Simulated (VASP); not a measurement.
Write the native input for VASP 6.6.1 that does the following.

```
Task                   : single point
Functional             : PBE
Potentials or basis    : VASP PAW PBE potentials, release 64 (W_sv, Si)
Cutoff                 : 520 eV
k mesh                 : 16 × 16 × 16
Occupations            : fermi-dirac, width 0.05 eV
Spin                   : no spin polarisation
Dipole correction      : no
Further INCAR settings : ALGO = Normal; EDIFF = 1e-07; NBANDS = 18
```

The structure of Si2W (MoSi2 type) lies in POSCAR:

```
Si2W
1.0
   -1.4151045147      1.4151045147      3.5617021956
    1.4151045147     -1.4151045147      3.5617021956
    1.4151045147      1.4151045147     -3.5617021956
W Si
1 2
Direct
    0.0000000000      0.0000000000      0.0000000000
    0.3299175207      0.3299175207      0.0000000000
   -0.3299175207     -0.3299175207      0.0000000000
```

These files were run (other wordings do the same):

INCAR

```
PREC = Accurate
ENCUT = 520
EDIFF = 1E-7
ISMEAR = -1
SIGMA = 0.05
LREAL = F
LASPH = T
NELM = 60
ALGO = Normal
ISIF = 2
LWAVE = F
LCHARG = F
GGA = PE
NBANDS = 18
```

KPOINTS

```
regular mesh
0
Gamma
  16 16 16
```

Potentials or basis: VASP PAW PBE potentials, release 64 (W_sv, Si).

Run with:

```bash
$ cat potpaw_PBE.64/W_sv/POTCAR potpaw_PBE.64/Si/POTCAR > POTCAR
$ mpirun -np 1 vasp_std > vasp.out
```

Results of the run:

* Pressure: 171.0 GPa
* Largest force: 0.025 eV/Å
* Band gap on the k mesh: zero (band 11 reaches 19.25 eV, above the bottom of band 12 at 17.02 eV)

Caveat: spin-orbit coupling is left out, which moves the levels of the heavy elements.

Run time: 7.5 min on 1 thread of AMD EPYC 7R13 (shared host), peak memory 0.27 GiB.
